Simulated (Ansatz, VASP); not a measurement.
WC: VASP beside Ansatz

```
CELL_PARAMETERS angstrom
2.90050 0.00000 0.00000
-1.45025 2.51191 0.00000
0.00000 0.00000 2.82900
ATOMIC_POSITIONS crystal
W 0.91043 0.82085 0.00000
C 0.66667 0.33333 0.50000
```

Alike in both runs: task single point; functional PBEsol; k mesh 18 × 18 × 16; occupations gaussian, width 0.15 eV; no spin polarisation.

|  | VASP | Ansatz |
| --- | --- | --- |
| version | VASP 6.6.1 | Ansatz 0.2.0 |
| potentials or method | VASP PAW PBE potentials, release 64 (W_sv, C), cutoff 520 eV | scalar-relativistic, plane waves, PAW |
| valence electrons in the cell | 18 | 18 |

Ansatz gave:

| Quantity | Value |
| --- | --- |
| gap on the k mesh at the Fermi level (eV) | none |
| rms of the force components (eV/Å) | 4.496 |

**Question.** What did VASP give for the same quantities?

**Answer.** gap on the k mesh at the Fermi level (eV): none; rms of the force components (eV/Å): 4.544.

VASP's potentials were made for PBE, not for PBEsol. Atom by atom the forces differ by 0.048 eV/Å (rms over components). A gap of «none» marks a metal or a gap that the smearing closes. The functional is the same, so the differences come from potentials, cutoffs and numerics.

Spin-orbit coupling is off throughout.
